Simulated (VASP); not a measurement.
Set up this calculation in VASP 6.6.1, as the native input.

```
Task                   : single point
Functional             : PBE
Dispersion             : D3(BJ)
Potentials or basis    : VASP PAW PBE potentials, release 64 (Te, Mo_sv)
Cutoff                 : 520 eV
k mesh                 : 9 × 9 × 1
Occupations            : gaussian, width 0.05 eV
Spin                   : no spin polarisation
Dipole correction      : yes
Further INCAR settings : ALGO = Normal; EDIFF = 1e-06; NBANDS = 35
```

The structure of Te2Mo lies in POSCAR:

```
Te2Mo
1.0
    3.5038815467      0.0000000000      0.0000000000
   -1.7519407734      3.0344504312      0.0000000000
    0.0000000000      0.0000000000     24.7677198428
Te Mo
4 2
Direct
    0.3333333333      0.6666666667      0.1816881016
    0.3333333333      0.6666666667      0.3284056818
    0.3333333333      1.0000000000      0.4668923904
    0.3333333333      1.0000000000      0.6136099705
    0.6666666667      0.3333333333      0.2550468917
    0.6666666667      0.6666666667      0.5402511804
```

This cell differs from its parent crystal: layers slid over each other.

The input as run:

INCAR

```
SYSTEM = Te2Mo
PREC     = Accurate       ! precision mode
ENCUT    = 520            ! plane-wave cutoff, eV
EDIFF    = 1E-6           ! SCF threshold, eV
ISMEAR   = 0              ! smearing method
SIGMA    = 0.05           ! smearing width, eV
LREAL    = .False.        ! projectors in reciprocal space
LASPH    = .True.         ! aspherical terms in the spheres
NELM     = 100            ! most SCF steps
ALGO     = Normal         ! electronic algorithm
ISIF     = 2              ! what is computed and relaxed
LWAVE    = .False.        ! write WAVECAR
LCHARG   = .False.        ! write CHGCAR
LDIPOL   = .True.       
IDIPOL   = 3            
DIPOL    = 0.5 0.5 0.398
GGA      = PE             ! functional
IVDW     = 12             ! dispersion correction
NBANDS   = 35             ! bands
```

KPOINTS

```
regular mesh
0
Gamma
  9 9 1
  0 0 0
```

Potentials or basis: VASP PAW PBE potentials, release 64 (Te, Mo_sv).

The run is started by

```sh
$ cat potpaw_PBE.64/Te/POTCAR potpaw_PBE.64/Mo_sv/POTCAR > POTCAR
$ mpirun -np 1 vasp_std > vasp.out
```

It gave:

- Largest force: 0.176 eV/Å
- Band gap on the k mesh: 1.06 eV (least direct gap 1.15 eV)
- Dispersion energy per atom: -0.467 eV

Caveat: the cell differs from its parent crystal (layers slid over each other); spin-orbit coupling is left out, which moves the levels of the heavy elements.

Run time: 4.3 min on 1 thread of Intel(R) Xeon(R) Platinum 8488C (Sapphire Rapids), on a shared host, peak memory 0.48 GiB.
